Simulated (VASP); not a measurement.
Set up this calculation in VASP 6.6.1, as the native input.

```yaml
Task: single point
Functional: PBE
Potentials_or_basis: VASP PAW PBE potentials, release 64 (Mg, Se)
Cutoff: 600 eV
k_mesh: 8 × 8 × 8
Occupations: gaussian, width 0.02 eV
Spin: no spin polarisation
Dipole_correction: no
Further_INCAR_settings: ALGO = Normal; EDIFF = 1e-06; NBANDS = 11
```

The structure of MgSe (m.b) lies in POSCAR:

```
MgSe
1.0
    0.0000000000      2.7541231866      2.7541231866
    2.7541231866      0.0000000000      2.7541231866
    2.7541231866      2.7541231866      0.0000000000
Mg Se
1 1
Direct
    0.0000000000      0.0000000000      0.0000000000
    0.5000000000      0.5000000000      0.5000000000
```

These files were run (other wordings do the same):

INCAR

```
SYSTEM = MgSe
  PREC = Accurate
  ENCUT = 600
  EDIFF = 1E-6
  ISMEAR = 0
  SIGMA = 0.02
  LREAL = .False.
  LASPH = .True.
  NELM = 120
  ALGO = Normal
  ISIF = 2
  LWAVE = .False.
  LCHARG = .False.
  GGA = PE
  NBANDS = 11
  GGA_COMPAT = .False.
```

KPOINTS

```
Automatic mesh
0
Gamma
  8 8 8
  0 0 0
```

Potentials or basis: VASP PAW PBE potentials, release 64 (Mg, Se).

Command:

```sh
$ cat potpaw_PBE.64/Mg/POTCAR potpaw_PBE.64/Se/POTCAR > POTCAR
$ mpirun -np 1 vasp_std > vasp.out
```

Results of the run:

```yaml
Pressure: -0.1 GPa
Band_gap_on_the_k_mesh: 1.75 eV, indirect (least direct gap 2.39 eV)
```

Wall time 13 s on 1 thread of AMD EPYC 9R45 (Zen 5) (shared host), peak memory 0.14 GiB.
